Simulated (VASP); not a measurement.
# MoS2 (P6_3/mmc) in VASP: relaxation of cell and atoms with PBE

Aim: the relaxation of cell and atoms of MoS2 with PBE.

Everything below comes from runs of VASP 6.6.1. Logs are shortened: lines on timing, memory, paths and dates and some standing lists are left out, and cuts for length are marked.

## (1) The cell of the first run

It takes space group P6_3/mmc (No. 194, hexagonal). Conventional cell: a = 3.160 Å, b = 3.160 Å, c = 12.800 Å, α = 90.00°, β = 90.00°, γ = 120.00°. S (site symmetry 3m) has 3 Mo at 2.40 Å and 7 S at 3.12 to 3.16 Å within 3.2 Å. Within 3.2 Å of Mo (site symmetry -6m2) lie 6 S at 2.40 Å and 6 Mo at 3.16 Å.

## (2) Relaxation of cell and atoms, PBE

Input file INCAR:

```
SYSTEM = MoS2
PREC = Accurate
ENCUT = 500
EDIFF = 1E-7
ISMEAR = 0
SIGMA = 0.01
LREAL = .False.
LASPH = .True.
NELM = 120
ALGO = Normal
ISIF = 3
LWAVE = .False.
LCHARG = .False.
GGA = PE
IBRION = 2
NSW = 80
EDIFFG = -0.001
GGA_COMPAT = .False.
NELMIN = 4
```

Input file KPOINTS:

```
regular mesh
0
Gamma
  12 12 4
  0 0 0
```

Input file POSCAR:

```
MoS2
1.0
    3.1600000000      0.0000000000      0.0000000000
   -1.5800000000      2.7366402760      0.0000000000
    0.0000000000      0.0000000000     12.8000000000
S Mo
4 2
Direct
    0.3333333333      0.6666666667      0.1281250000
    0.3333333333      0.6666666667      0.3718750000
    0.6666666667      0.3333333333      0.6281250000
    0.6666666667      0.3333333333      0.8718750000
    0.6666666667      0.3333333333      0.2500000000
    0.3333333333      0.6666666667      0.7500000000
```

Potentials or basis: VASP PAW PBE potentials, release 64 (S, Mo_sv).

Launch:

```
> cat potpaw_PBE.64/S/POTCAR potpaw_PBE.64/Mo_sv/POTCAR > POTCAR
> mpirun -np 1 vasp_std > vasp.out
```

OUTCAR:

```text
SYSTEM = MoS2
   PREC = Accurate
   ENCUT = 500
   EDIFF = 1E-7
   ISMEAR = 0
   LREAL = .False.
   LASPH = .True.
   NELM = 120
   ISIF = 3
   GGA = PE
   IBRION = 2
   NSW = 80
   EDIFFG = -0.001
   NELMIN = 4

 ion  position               nearest neighbor table
   1  0.333  0.667  0.128-   5 2.40   5 2.40   5 2.40
   2  0.333  0.667  0.372-   5 2.40   5 2.40   5 2.40
   3  0.667  0.333  0.628-   6 2.40   6 2.40   6 2.40
   4  0.667  0.333  0.872-   6 2.40   6 2.40   6 2.40
   5  0.667  0.333  0.250-   1 2.40   2 2.40   1 2.40   2 2.40   1 2.40   2 2.40
   6  0.333  0.667  0.750-   3 2.40   4 2.40   3 2.40   4 2.40   3 2.40   4 2.40

  LATTYP: Found a hexagonal cell.
 ALAT       =     3.1600000000
 C/A-ratio  =     4.0506329114

  Lattice vectors:

 A1 = (   3.1600000000,   0.0000000000,   0.0000000000)
 A2 = (  -1.5800000000,   2.7366402760,   0.0000000000)
 A3 = (   0.0000000000,   0.0000000000,  12.8000000000)

Analysis of symmetry for initial positions (statically):
=====================================================================
 Subroutine PRICEL returns:
 Original cell was already a primitive cell.

 Routine SETGRP: Setting up the symmetry group for a
 hexagonal supercell.

 Subroutine GETGRP returns: Found 24 space group operations
 (whereof 12 operations were pure point group operations)
 out of a pool of 24 trial point group operations.

The static configuration has the point symmetry D_3d.
 The point group associated with its full space group is D_6h.

Analysis of symmetry for dynamics (positions and initial velocities):
=====================================================================
 Subroutine PRICEL returns:
 Original cell was already a primitive cell.

 Routine SETGRP: Setting up the symmetry group for a
 hexagonal supercell.

 Subroutine GETGRP returns: Found 24 space group operations
 (whereof 12 operations were pure point group operations)
 out of a pool of 24 trial point group operations.

The dynamic configuration has the point symmetry D_3d.
 The point group associated with its full space group is D_6h.

 Subroutine INISYM returns: Found 24 space group operations
 (whereof 12 operations are pure point group operations),
 and found     1 'primitive' translations

----------------------------------------------------------------------------------------

                                     Primitive cell

  volume of cell :     110.6916

  direct lattice vectors                    reciprocal lattice vectors
     3.160000000  0.000000000  0.000000000     0.316455696  0.182705781  0.000000000
    -1.580000000  2.736640276  0.000000000     0.000000000  0.365411563  0.000000000
     0.000000000  0.000000000 12.800000000     0.000000000  0.000000000  0.078125000

  length of vectors
     3.160000000  3.160000000 12.800000000     0.365411563  0.365411563  0.078125000

  position of ions in fractional coordinates (direct lattice)
     0.333333333  0.666666667  0.128125000
     0.333333333  0.666666667  0.371875000
     0.666666667  0.333333333  0.628125000
     0.666666667  0.333333333  0.871875000
     0.666666667  0.333333333  0.250000000
     0.333333333  0.666666667  0.750000000

  ion indices of the primitive-cell ions
   primitive index   ion index
                 1           1
                 2           2
                 3           3
                 4           4
                 5           5
                 6           6

----------------------------------------------------------------------------------------

 KPOINTS: regular mesh

Automatic generation of k-mesh.
 Grid dimensions read from file:
 generate k-points for:   12   12    4

 Generating k-lattice:

  Cartesian coordinates                     Fractional coordinates (reciprocal lattice)
     0.026371308  0.015225482  0.000000000     0.083333333  0.000000000  0.000000000
     0.000000000  0.030450964  0.000000000     0.000000000  0.083333333  0.000000000
     0.000000000  0.000000000  0.019531250     0.000000000  0.000000000  0.250000000

  Length of vectors
     0.030450964  0.030450964  0.019531250

  Shift w.r.t. Gamma in fractional coordinates (k-lattice)
     0.000000000  0.000000000  0.000000000

 Subroutine IBZKPT returns following result:
 ===========================================

 Found     57 irreducible k-points:

 Following reciprocal coordinates:
            Coordinates               Weight
  0.000000  0.000000  0.000000      1.000000
  0.083333 -0.000000  0.000000      6.000000
  0.166667  0.000000  0.000000      6.000000
  0.250000  0.000000  0.000000      6.000000
  0.333333 -0.000000  0.000000      6.000000
  0.416667  0.000000  0.000000      6.000000
[... 16 lines left out ...]
  0.250000  0.000000  0.250000     12.000000
  0.333333 -0.000000  0.250000     12.000000
 [... further k-points ...]
   k-points           NKPTS =     57   k-points in BZ     NKDIM =     57   number of bands    NBANDS=     31
   number of dos      NEDOS =    301   number of ions     NIONS =      6
   total plane-waves  NPLWV =  55296
   dimension x,y,z NGX =    24 NGY =   24 NGZ =   96
   dimension x,y,z NGXF=    48 NGYF=   48 NGZF=  192
   ions per type =               4   2
   NGX,Y,Z   is equivalent  to a cutoff of  12.63, 12.63, 12.47 a.u.
   NGXF,Y,Z  is equivalent  to a cutoff of  25.25, 25.25, 24.94 a.u.
 SYSTEM =  MoS2
   PREC   = accura    normal or accurate (medium, high low for compatibility)
   ISTART =      0    job   : 0-new  1-cont  2-samecut
   ICHARG =      2    charge: 1-file 2-atom 10-const
   ISPIN  =      1    spin polarized calculation?
   LNONCOLLINEAR =      F non collinear calculations
   LSORBIT =      F    spin-orbit coupling
   LASPH  =      T    aspherical Exc in radial PAW
   ENCUT  =  500.0 eV  36.75 Ry    6.06 a.u.   5.76  5.76 23.34*2*pi/ulx,y,z
   NELM   =    120;   NELMIN=  4; NELMDL= -5     # of ELM steps
   EDIFF  = 0.1E-06   stopping-criterion for ELM
   LREAL  =      F    real-space projection
   EDIFFG = -.1E-02   stopping-criterion for IOM
   NSW    =     80    number of steps for IOM
   IBRION =      2    ionic relax: 0-MD 1-quasi-New 2-CG
   NFREE  =      1    steps in history (QN), initial steepest desc. (CG)
   ISIF   =      3    stress and relaxation
   ISYM   =      2    0-nonsym 1-usesym 2-fastsym
   POTIM  = 0.5000    time-step for ionic-motion
   TEBEG  =    0.0;   TEEND  =   0.0 temperature during run
   PSTRESS=    0.0 pullay stress
   NELECT =      52.0000    total number of electrons
   NUPDOWN=      -1.0000    fix difference up-down
   EMIN   =  10.00;   EMAX   =-10.00  energy-range for DOS
   EFERMI =   0.00;   METHOD = LEGACY
   ISMEAR =     0;   SIGMA  =   0.01  broadening in eV -4-tet -1-fermi 0-gaus
   EFERMI_NEDOS =   21; number of points for ismear=-14 and -15
   IALGO  =     38    algorithm
   IMIX   =      4    mixing-type and parameters
     AMIX     =   0.40;   BMIX     =  1.00
     AMIX_MAG =   1.60;   BMIX_MAG =  1.00
  volume/ion in A,a.u.               =      18.45       124.50
  Fermi-wavevector in a.u.,A,eV,Ry     =   1.272636  2.404934 22.036044  1.619604
  Thomas-Fermi vector in A             =   2.405504
   LORBIT       =      0    0 simple, 1 ext, 2 COOP (PROOUT), +10 PAW based schemes
   GGA     = PE    functional components
   LHFCALC =     F    Hartree Fock is set to
   AEXX    =    0.0000 exact exchange contribution
   IVDW    =     0    specifies the selected vdW correction
   LEPSILON=     F    determine dielectric tensor
   LRPA    =     F    only Hartree local field effects (RPA)
 conjugate gradient relaxation of ions
 non-spin polarized calculation
 Gauss-broadening in eV      SIGMA  =   0.01
  energy-cutoff  :      500.00
  volume of cell :      110.69
 maximum number of plane-waves:      2844
 NGX is ok and might be reduce to    24
   NGX = 11   NGY = 11   NGZ = 47

--------------------------------------- Ionic step        1  -------------------------------------------

 number of electron      52.0000003 magnetization

 Free energy of the ion-electron system (eV)
  ---------------------------------------------------
  ext. energy  EPLUGINS =         0.00000000
  ---------------------------------------------------
  free energy    TOTEN  =       -43.65668968 eV

  energy without entropy =      -43.65668968  energy(sigma->0) =      -43.65668968

------------------------ aborting loop because EDIFF is reached ----------------------------------------

  FORCE on cell =-STRESS in cart. coord.  units (eV):
  Direction    XX          YY          ZZ          XY          YZ          ZX
  --------------------------------------------------------------------------------------
  -------------------------------------------------------------------------------------
  Total        1.9340032      1.9340032      1.7810593      0.0000000     -0.0000000      0.0000000
  in kB       27.9932296     27.9932296     25.7794826      0.0000000     -0.0000000      0.0000000
  external PRESSURE =      27.2553139 kB  Pullay stress =       0.0000000 kB
[... 101 lines left out ...]
  FREE ENERGIE OF THE ION-ELECTRON SYSTEM (eV)
  ---------------------------------------------------
  free  energy   TOTEN  =       -43.6727168433 eV

  energy  without entropy=      -43.6727168433  energy(sigma->0) =      -43.67271684

 E-fermi :   6.3168     XC(G=0): -10.2181

 val. band max:        6.2334427679   @ k =   0.0000   0.0000   0.0000
 cond. band min:       7.4509833636   @ k =   0.3333   0.3333   0.0000
 fundamental gap:      1.2175405957
 Fermi energy:         6.3168270576

 k-point     1 :       0.0000    0.0000    0.0000
  band No.  band energies     occupation
      1     -55.0714      2.00000
      2     -55.0714      2.00000
      3     -29.2128      2.00000
      4     -29.2127      2.00000
      5     -29.0089      2.00000
      6     -29.0089      2.00000
[... 805 lines left out ...]
     30       8.3145      0.00000
     31       9.0834      0.00000

 [... further k-points ...]

[... ionic steps 4 to 30 ...]

--------------------------------------- Ionic step       31  -------------------------------------------

 number of electron      51.9999996 magnetization

------------------------ aborting loop because EDIFF is reached ----------------------------------------
[... 75 lines left out ...]
--------------------------------------- Ionic step       33  -------------------------------------------

 number of electron      51.9999996 magnetization

 Free energy of the ion-electron system (eV)
  ---------------------------------------------------
  ext. energy  EPLUGINS =         0.00000000
  ---------------------------------------------------
  free energy    TOTEN  =       -43.70517128 eV

  energy without entropy =      -43.70517128  energy(sigma->0) =      -43.70517128

 E-fermi :   5.6667     XC(G=0):  -9.8164

 val. band max:        5.4510490149   @ k =   0.0000   0.0000   0.0000
 cond. band min:       6.8136514659   @ k =   0.3333   0.3333   0.0000
 fundamental gap:      1.3626024510
 Fermi energy:         5.6666714919

 k-point     1 :       0.0000    0.0000    0.0000
  band No.  band energies     occupation
      1     -55.7167      2.00000
      2     -55.7167      2.00000
      3     -29.8558      2.00000
      4     -29.8557      2.00000
      5     -29.6532      2.00000
      6     -29.6532      2.00000
[... 805 lines left out ...]
     30       7.6133      0.00000
     31       8.4446      0.00000

 [... further k-points ...]
[... 5 lines left out ...]
  --------------------------------------------------------------------------------------
  -------------------------------------------------------------------------------------
  Total        0.0052306      0.0052306     -0.0008913     -0.0000000      0.0000000      0.0000000
  in kB        0.0679027      0.0679027     -0.0115704     -0.0000000      0.0000000      0.0000000
  external PRESSURE =       0.0414117 kB  Pullay stress =       0.0000000 kB
[... 21 lines left out ...]
  FREE ENERGIE OF THE ION-ELECTRON SYSTEM (eV)
  ---------------------------------------------------
  free  energy   TOTEN  =       -43.7051712815 eV

  energy  without entropy=      -43.7051712815  energy(sigma->0) =      -43.70517128

 reached required accuracy - stopping structural energy minimisation
```

Run time: 21 min. Hardware: 1 thread of Intel Xeon 6975P-C (Granite Rapids), shared host; peak memory 0.33 GiB.

What came out:

```yaml
Free_energy: -43.7052 eV
Relaxed_volume: 20.57 Å³/atom
Relaxed_cell: a = 3.185 Å, b = 3.185 Å, c = 14.052 Å, α = 90.00°, β = 90.00°, γ = 120.00°
Space_group_after_relaxing_to_0.1_Å: P6_3/mmc (No. 194)
Energy_gained_by_relaxing: 8.1 meV/atom
Ionic_steps: 33
Pressure_after_relaxing: 0.0 GPa
Band_gap_on_the_k_mesh: 1.36 eV (least direct gap 1.66 eV)
```

The path:
```tsv
step	energy change (eV)	largest force (eV/Å)	pressure (GPa)	volume (Å³)
1	0.0000	0.1401	2.73	110.69
2	0.0307	0.6592	-3.93	115.80
3	-0.0160	0.1683	0.11	112.54
4	-0.0197	0.0830	0.06	113.09
5	-0.0200	0.0501	0.04	113.30
6	-0.0228	0.0400	0.09	113.64
7	-0.0297	0.0082	0.26	114.64
8	-0.0387	0.0642	0.68	116.65
9	-0.0390	0.2500	1.76	120.62
10	-0.0397	0.2406	1.70	120.77
11	-0.0415	0.2131	1.52	121.23
12	-0.0444	0.1594	1.17	122.16
13	-0.0473	0.0566	0.52	124.01
14	-0.0475	0.0179	0.28	124.73
15	-0.0477	0.0173	0.25	124.68
16	-0.0480	0.0154	0.17	124.56
17	-0.0483	0.0118	0.01	124.30
18	-0.0483	0.0111	-0.03	124.24
19	-0.0483	0.0109	-0.03	124.23
20	-0.0484	0.0082	-0.04	124.18
21	-0.0484	0.0001	-0.07	124.04
22	-0.0484	0.0167	-0.12	123.75
23	-0.0484	0.0152	-0.10	123.69
24	-0.0485	0.0104	-0.05	123.51
25	-0.0485	0.0007	0.06	123.15
26	-0.0485	0.0064	0.00	123.36
27	-0.0485	0.0070	-0.01	123.38
28	-0.0485	0.0068	-0.01	123.38
29	-0.0485	0.0047	0.00	123.38
30	-0.0485	0.0013	0.01	123.40
31	-0.0485	0.0014	0.01	123.40
32	-0.0485	0.0007	0.01	123.41
33	-0.0485	0.0001	0.00	123.42
```

Final structure:
```yaml
crystal:
  lattice:
    - [3.18459, 0.00000, 0.00000]
    - [-1.59229, 2.75793, 0.00000]
    - [0.00000, 0.00000, 14.05208]
  atoms:
    - { symbol: S, position: [0.33333, 0.66667, 0.13885] }
    - { symbol: S, position: [0.33333, 0.66667, 0.36115] }
    - { symbol: S, position: [0.66667, 0.33333, 0.63885] }
    - { symbol: S, position: [0.66667, 0.33333, 0.86115] }
    - { symbol: Mo, position: [0.66667, 0.33333, 0.25000] }
    - { symbol: Mo, position: [0.33333, 0.66667, 0.75000] }
```

Levels at points of the mesh, in eV from the valence-band top:
| k point | band 22 | band 23 | band 24 | band 25 | band 26 | band 27 | band 28 | band 29 | band 30 | band 31 |
| --- | --- | --- | --- | --- | --- | --- | --- | --- | --- | --- |
| (0.00, 0.00, 0.00) | -1.80 | -1.80 | -1.60 | -0.55 | 0.00 | 2.45 | 2.45 | 2.46 | 2.46 | 2.69 |
| (0.50, 0.00, 0.00) | -2.16 | -1.29 | -1.27 | -0.94 | -0.93 | 1.94 | 1.94 | 2.40 | 2.50 | 3.39 |
| (0.00, 0.00, 0.50) | -1.80 | -1.80 | -1.80 | -0.21 | -0.21 | 2.46 | 2.46 | 2.46 | 2.46 | 2.71 |
| (0.50, 0.00, 0.50) | -2.18 | -1.28 | -1.28 | -0.93 | -0.93 | 1.94 | 1.94 | 2.45 | 2.45 | 3.57 |

Caveat: this functional lacks dispersion, which binds the layers, so the pressure and a relaxed spacing across them are unreliable. A k mesh can miss the band edges.
